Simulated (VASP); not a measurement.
# MnF2 (Fm-3m) in VASP: relaxation of cell and atoms with PBE

Aim: the relaxation of cell and atoms of MnF2 with PBE.

Program: VASP 6.6.1. These are calculated values, not measurements. Logs are shortened: lines on timing, memory, paths and dates and some standing lists are left out, and cuts for length are marked.

## (1) The cell of the first run

The structure is cubic, space group Fm-3m (No. 225). The conventional cell has a = 5.236 Å, b = 5.236 Å, c = 5.236 Å, α = 90.00°, β = 90.00°, γ = 90.00°. Within 3.0 Å of Mn (site symmetry m-3m) lie 8 F at 2.27 Å. F (site symmetry -43m) has 4 Mn at 2.27 Å and 6 F at 2.62 Å within 3.0 Å.

The cell was generated, and may not be a known phase.

## (2) Relaxation of cell and atoms, PBE, collinear spin, ferromagnetic start

Input file INCAR:

```
SYSTEM = MnF2
ALGO = Normal
EDIFF = 1E-7
EDIFFG = -0.01
ENCUT = 600
GGA = PE
IBRION = 2
ISIF = 3
ISMEAR = 0
ISPIN = 2
LASPH = .True.
LCHARG = .False.
LMAXMIX = 4
LORBIT = 11
LREAL = .False.
LWAVE = .False.
MAGMOM = 4.79 0 0
NELM = 150
NSW = 100
PREC = Accurate
SIGMA = 0.02
```

Input file KPOINTS:

```
k-points
0
Gamma
  10 10 10
  0 0 0
```

Input file POSCAR:

```
MnF2
1.0
    0.0000000000      2.6179783000      2.6179783000
    2.6179783000      0.0000000000      2.6179783000
    2.6179783000      2.6179783000      0.0000000000
Mn F
1 2
Direct
    0.0000000000      0.0000000000      0.0000000000
    0.2500000000      0.2500000000      0.2500000000
    0.7500000000      0.7500000000      0.7500000000
```

Potentials or basis: VASP PAW PBE potentials, release 64 (Mn_pv, F).

Command:

```sh
> cat potpaw_PBE.64/Mn_pv/POTCAR potpaw_PBE.64/F/POTCAR > POTCAR
> mpirun -np 1 vasp_std > vasp.out
```

OUTCAR:

```text
SYSTEM = MnF2
   EDIFF = 1E-7
   EDIFFG = -0.01
   ENCUT = 600
   GGA = PE
   IBRION = 2
   ISIF = 3
   ISMEAR = 0
   ISPIN = 2
   LASPH = .True.
   LORBIT = 11
   LREAL = .False.
   NELM = 150
   NSW = 100
   PREC = Accurate

 ion  position               nearest neighbor table
   1  0.000  0.000  0.000-   3 2.27   3 2.27   3 2.27   2 2.27   3 2.27   2 2.27   2 2.27   2 2.27

   2  0.250  0.250  0.250-   1 2.27   1 2.27   1 2.27   1 2.27
   3  0.750  0.750  0.750-   1 2.27   1 2.27   1 2.27   1 2.27

  LATTYP: Found a face centered cubic cell.
 ALAT       =     5.2359566000

  Lattice vectors:

 A1 = (   0.0000000000,   2.6179783000,   2.6179783000)
 A2 = (   2.6179783000,   0.0000000000,   2.6179783000)
 A3 = (   2.6179783000,   2.6179783000,   0.0000000000)

Analysis of symmetry for initial positions (statically):
=====================================================================
 Subroutine PRICEL returns:
 Original cell was already a primitive cell.

 Routine SETGRP: Setting up the symmetry group for a
 face centered cubic supercell.

 Subroutine GETGRP returns: Found 48 space group operations
 (whereof 48 operations were pure point group operations)
 out of a pool of 48 trial point group operations.

The static configuration has the point symmetry O_h .

Analysis of symmetry for dynamics (positions and initial velocities):
=====================================================================
 Subroutine PRICEL returns:
 Original cell was already a primitive cell.

 Routine SETGRP: Setting up the symmetry group for a
 face centered cubic supercell.

 Subroutine GETGRP returns: Found 48 space group operations
 (whereof 48 operations were pure point group operations)
 out of a pool of 48 trial point group operations.

The dynamic configuration has the point symmetry O_h .

Analysis of structural, dynamic, and magnetic symmetry:
=====================================================================
 Subroutine PRICEL returns:
 Original cell was already a primitive cell.

 Routine SETGRP: Setting up the symmetry group for a
 face centered cubic supercell.

 Subroutine GETGRP returns: Found 48 space group operations
 (whereof 48 operations were pure point group operations)
 out of a pool of 48 trial point group operations.

The overall configuration has the point symmetry O_h .

 Subroutine INISYM returns: Found 48 space group operations
 (whereof 48 operations are pure point group operations),
 and found     1 'primitive' translations

----------------------------------------------------------------------------------------

                                     Primitive cell

  volume of cell :      35.8863

  direct lattice vectors                    reciprocal lattice vectors
     0.000000000  2.617978300  2.617978300    -0.190987068  0.190987068  0.190987068
     2.617978300  0.000000000  2.617978300     0.190987068 -0.190987068  0.190987068
     2.617978300  2.617978300  0.000000000     0.190987068  0.190987068 -0.190987068

  length of vectors
     3.702380418  3.702380418  3.702380418     0.330799306  0.330799306  0.330799306

  position of ions in fractional coordinates (direct lattice)
     0.000000000  0.000000000  0.000000000
     0.250000000  0.250000000  0.250000000
     0.750000000  0.750000000  0.750000000

  ion indices of the primitive-cell ions
   primitive index   ion index
                 1           1
                 2           2
                 3           3

----------------------------------------------------------------------------------------

 KPOINTS: k-points

Automatic generation of k-mesh.
[... 94 lines left out ...]
   IVDW    =     0    specifies the selected vdW correction
   LEPSILON=     F    determine dielectric tensor
   LRPA    =     F    only Hartree local field effects (RPA)
 conjugate gradient relaxation of ions
 spin polarized calculation
 Gauss-broadening in eV      SIGMA  =   0.02
  energy-cutoff  :      600.00
  volume of cell :       35.89
 maximum number of plane-waves:      1243
 NGX is ok and might be reduce to    30
   NGX = 15   NGY = 15   NGZ = 15

--------------------------------------- Ionic step        1  -------------------------------------------

 number of electron      27.0000020 magnetization       5.0000049

 Free energy of the ion-electron system (eV)
  ---------------------------------------------------
  ext. energy  EPLUGINS =         0.00000000
  ---------------------------------------------------
  free energy    TOTEN  =       -19.49712765 eV

  energy without entropy =      -19.49712765  energy(sigma->0) =      -19.49712765

------------------------ aborting loop because EDIFF is reached ----------------------------------------

  FORCE on cell =-STRESS in cart. coord.  units (eV):
  Direction    XX          YY          ZZ          XY          YZ          ZX
  --------------------------------------------------------------------------------------
  -------------------------------------------------------------------------------------
  Total       -0.0737536     -0.0737536     -0.0737536      0.0000000      0.0000000      0.0000000
  in kB       -3.2928013     -3.2928013     -3.2928013      0.0000000      0.0000000      0.0000000
  external PRESSURE =      -3.2928013 kB  Pullay stress =       0.0000000 kB

 VOLUME and BASIS-vectors are now :
 -----------------------------------------------------------------------------
  energy-cutoff  :      600.00
  volume of cell :       35.89
      direct lattice vectors                 reciprocal lattice vectors
     0.000000000  2.617978300  2.617978300    -0.190987068  0.190987068  0.190987068
     2.617978300  0.000000000  2.617978300     0.190987068 -0.190987068  0.190987068
     2.617978300  2.617978300  0.000000000     0.190987068  0.190987068 -0.190987068

 POSITION                                       TOTAL-FORCE (eV/Angst)
 -----------------------------------------------------------------------------------
      0.00000      0.00000      0.00000         0.000000      0.000000      0.000000
      1.30899      1.30899      1.30899         0.000000      0.000000     -0.000000
      3.92697      3.92697      3.92697        -0.000000     -0.000000      0.000000
 -----------------------------------------------------------------------------------
    total drift:                                0.000000     -0.000000      0.000000

  FREE ENERGIE OF THE ION-ELECTRON SYSTEM (eV)
  ---------------------------------------------------
  free  energy   TOTEN  =       -19.4971276500 eV

  energy  without entropy=      -19.4971276500  energy(sigma->0) =      -19.49712765

--------------------------------------- Ionic step        2  -------------------------------------------

 number of electron      27.0000021 magnetization       5.0000002

 Free energy of the ion-electron system (eV)
  ---------------------------------------------------
  ext. energy  EPLUGINS =         0.00000000
  ---------------------------------------------------
  free energy    TOTEN  =       -19.49724466 eV

  energy without entropy =      -19.49724466  energy(sigma->0) =      -19.49724466

 E-fermi :   3.4340     XC(G=0): -10.3610

 val. band max:        3.2639688883   @ k =   0.0000   0.0000   0.0000
 cond. band min:       5.2101044553   @ k =   0.0000   0.0000   0.0000
 fundamental gap:      1.9461355670
 Fermi energy:         3.4340315096

 spin component 1

 k-point     1 :       0.0000    0.0000    0.0000
  band No.  band energies     occupation
      1     -46.1253      1.00000
      2     -46.1253      1.00000
      3     -46.1253      1.00000
      4     -20.4718      1.00000
      5     -19.1687      1.00000
      6      -2.8476      1.00000
[... 517 lines left out ...]
     18      11.9761      0.00000
     19      15.0405      0.00000

 [... further k-points ...]

 spin component 2

 k-point     1 :       0.0000    0.0000    0.0000
  band No.  band energies     occupation
      1     -41.1239      1.00000
      2     -41.1239      1.00000
      3     -41.1239      1.00000
      4     -20.2923      1.00000
      5     -19.0073      1.00000
      6      -2.2382      1.00000
[... 517 lines left out ...]
     18      13.4872      0.00000
     19      16.0799      0.00000

 [... further k-points ...]

------------------------ aborting loop because EDIFF is reached ----------------------------------------

  FORCE on cell =-STRESS in cart. coord.  units (eV):
  Direction    XX          YY          ZZ          XY          YZ          ZX
  --------------------------------------------------------------------------------------
  -------------------------------------------------------------------------------------
  Total        0.0040913      0.0040913      0.0040913      0.0000000      0.0000000     -0.0000000
  in kB        0.1833135      0.1833135      0.1833135      0.0000000      0.0000000     -0.0000000
  external PRESSURE =       0.1833135 kB  Pullay stress =       0.0000000 kB

 VOLUME and BASIS-vectors are now :
 -----------------------------------------------------------------------------
  energy-cutoff  :      600.00
  volume of cell :       35.76
      direct lattice vectors                 reciprocal lattice vectors
     0.000000000  2.614873318  2.614873318    -0.191213852  0.191213852  0.191213852
     2.614873318  0.000000000  2.614873318     0.191213852 -0.191213852  0.191213852
     2.614873318  2.614873318  0.000000000     0.191213852  0.191213852 -0.191213852

 POSITION                                       TOTAL-FORCE (eV/Angst)
 -----------------------------------------------------------------------------------
      0.00000      0.00000      0.00000        -0.000000      0.000000      0.000000
      1.30744      1.30744      1.30744        -0.000000      0.000000      0.000000
      3.92231      3.92231      3.92231         0.000000     -0.000000     -0.000000
 -----------------------------------------------------------------------------------
    total drift:                                0.000000     -0.000000      0.000000

  FREE ENERGIE OF THE ION-ELECTRON SYSTEM (eV)
  ---------------------------------------------------
  free  energy   TOTEN  =       -19.4972446609 eV

  energy  without entropy=      -19.4972446609  energy(sigma->0) =      -19.49724466

 reached required accuracy - stopping structural energy minimisation

 total charge

# of ion       s       p       d       tot
------------------------------------------
    1        0.139   6.112   4.912  11.162
    2        1.733   4.361   0.000   6.093
    3        1.733   4.361   0.000   6.093
--------------------------------------------------
tot          3.604  14.833   4.912  23.349

 magnetization (x)

# of ion       s       p       d       tot
------------------------------------------
    1        0.020   0.018   4.573   4.611
    2        0.007   0.075   0.000   0.082
    3        0.007   0.075   0.000   0.082
--------------------------------------------------
tot          0.035   0.168   4.573   4.776
```

Wall time 3 min (1 thread of Oxide Virtual Turin-like, shared host); peak memory 0.19 GiB.

What came out:

* Free energy: -19.4972 eV
* Relaxed volume: 11.92 Å³/atom
* Relaxed cell: a = 3.698 Å, b = 3.698 Å, c = 3.698 Å, α = 60.00°, β = 60.00°, γ = 60.00°
* Space group after relaxing (to 0.1 Å): Fm-3m (No. 225)
* Energy gained by relaxing: 0.0 meV/atom
* Ionic steps: 2
* Pressure after relaxing: 0.0 GPa
* Band gap on the k mesh: 1.95 eV
* Net moment: 5.00 μB per cell
* Site moments: Mn +4.61; F +0.08 μB
* Valence electrons inside the program's atomic spheres: Mn 11.16; F 6.09

The path:
```tsv
step	energy change (eV)	largest force (eV/Å)	pressure (GPa)	volume (Å³)
1	0.0000	0.0000	-0.33	35.89
2	-0.0001	0.0000	0.02	35.76
```

Final structure:
```
Mn F
1.0
     0.00000    2.61487    2.61487
     2.61487    0.00000    2.61487
     2.61487    2.61487    0.00000
Mn F
1 2
Direct
  0.00000 0.00000 0.00000
  0.25000 0.25000 0.25000
  0.75000 0.75000 0.75000
```

Caveat: a cell with one magnetic atom can't hold antiferromagnetic order, which such compounds often take. A k mesh can miss the band edges.
